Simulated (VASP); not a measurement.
# GaP: single point with LDA

GaP:

```
CELL_PARAMETERS angstrom
1.97942 1.14282 5.47955
-1.97942 1.14282 5.47955
0.00000 -2.28563 5.47955
ATOMIC_POSITIONS crystal
Ga 0.43598 0.43598 0.43598
Ga 0.56402 0.56402 0.56402
P 0.05804 0.05804 0.05804
P 0.94196 0.94196 0.94196
```

```yaml
Program: VASP 6.6.1
Task: single point
Functional: LDA
Potentials_or_basis: VASP PAW LDA potentials, release 64 (Ga_d, P)
Cutoff: 520 eV
k_mesh: 9 × 9 × 9
Occupations: gaussian, width 0.05 eV
Spin: no spin polarisation
```

The pressure is 13.2 GPa and the largest force is 5.404 eV/Å. The band gap on the k mesh is zero (bands 18 and 19 overlap by 0.15 eV).

Forces on the atoms (eV/Å):
```
Ga   0.000  0.000 -3.014
Ga   0.000  0.000  3.014
P    0.000  0.000  5.404
P    0.000  0.000 -5.404
```

Stress tensor (GPa, compression positive):
```
-5.93  0.00  0.00
 0.00 -5.93  0.00
 0.00  0.00 51.40
```

Levels at points of the mesh, in eV from the Fermi level:
```tsv
k point	band 14	band 15	band 16	band 17	band 18	band 19	band 20	band 21	band 22	band 23
(0.00, 0.00, 0.00)	-3.00	-3.00	-0.16	0.06	0.08	0.08	1.77	2.80	2.80	3.61
```

Run time: 4.8 min on 1 thread of Intel Xeon 8259CL (shared host), peak memory 0.31 GiB.

Caveat: the stress differs along the axes, from -6 to 51 GPa; semilocal functionals underestimate gaps, and a narrow one can read as zero; forces of over 1 eV/Å act on the atoms, so gaps and moduli don't describe the material at rest.
